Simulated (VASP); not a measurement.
Wanted: the native input for a VASP 6.6.1 run.

* Task: single point
* Functional: PBE
* Potentials or basis: VASP PAW PBE potentials, release 64 (As, Ga_d)
* Cutoff: 520 eV
* k mesh: 2 × 2 × 2
* Occupations: gaussian, width 0.05 eV
* Spin: no spin polarisation
* Dipole correction: no
* Further INCAR settings: LREAL = Auto; ALGO = Normal; EDIFF = 1e-07; NBANDS = 118

The structure of Ga11As12 (a cell with a defect) lies in POSCAR:

```
Ga11As12
1.0
    0.0000000000      8.6166988155      8.6166988155
    5.7444658770      0.0000000000      5.7444658770
    5.7444658770      5.7444658770      0.0000000000
As Ga
12 11
Direct
    0.2528228387      0.3731095547      0.3731095547
    0.2529975364      0.3734671723      0.8754618497
    0.2529975364      0.8754618497      0.3734671723
    0.2220466516      0.8895571848      0.8895571848
    0.5842679164      0.3745539672      0.3745539672
    0.5822296979      0.3773794278      0.8747791083
    0.5822296979      0.8747791083      0.3773794278
    0.5827226063      0.8743270394      0.8743270394
    0.9190904616      0.3736189403      0.3736189403
    0.9202912993      0.3652650547      0.8760914375
    0.9202912993      0.8760914375      0.3652650547
    0.9165898721      0.8765419223      0.8765419223
    0.0031147921     -0.0025843056      0.4981582061
    0.0031147921      0.4981582061     -0.0025843056
    0.0035207367      0.4984881147      0.4984881147
    0.3299078089     -0.0043295651     -0.0043295651
    0.3297501043     -0.0041258302      0.5156703711
    0.3297501043      0.5156703711     -0.0041258302
    0.3329013053      0.5005266432      0.5005266432
    0.6668741551      0.0003395865      0.0003395865
    0.6718729428     -0.0026202264      0.4970410081
    0.6718729428      0.4970410081     -0.0026202264
    0.6687429014      0.4992833386      0.4992833386
```

This cell differs from its parent crystal: atoms taken out, then relaxed in part.

These files were run (other wordings do the same):

INCAR

```
ALGO = Normal ; EDIFF = 1E-7
ENCUT = 520 ; GGA = PE
ISIF = 2 ; ISMEAR = 0
LASPH = True ; LCHARG = True
LELF = True ; LREAL = Auto
LVHAR = True ; LWAVE = False
NBANDS = 118 ; NELM = 100
PREC = Accurate ; SIGMA = 0.05
```

KPOINTS

```
k-points
0
Gamma
  2 2 2
```

Potentials or basis: VASP PAW PBE potentials, release 64 (As, Ga_d).

The run is started by

```console
$ cat potpaw_PBE.64/As/POTCAR potpaw_PBE.64/Ga_d/POTCAR > POTCAR
$ mpirun -np 1 vasp_std > vasp.out
```

Results of the run:

| Quantity | Value |
| --- | --- |
| Pressure | -1.0 GPa |
| Largest force | 0.024 eV/Å |
| Band gap on the k mesh | zero (an odd number of electrons rules out a gap without spin polarisation) |

Caveat: the k points lie up to 0.47 Å⁻¹ apart, too coarse for converged energies and pressures of a metal; the cell differs from its parent crystal (atoms taken out, then relaxed in part); an odd number of electrons without spin polarisation forces a metal; a magnetic or distorted state may lie lower.

Run time: 13 min on 1 thread of Intel(R) Xeon(R) 6975P-C (Granite Rapids), with other jobs on the host, peak memory 0.8 GiB.
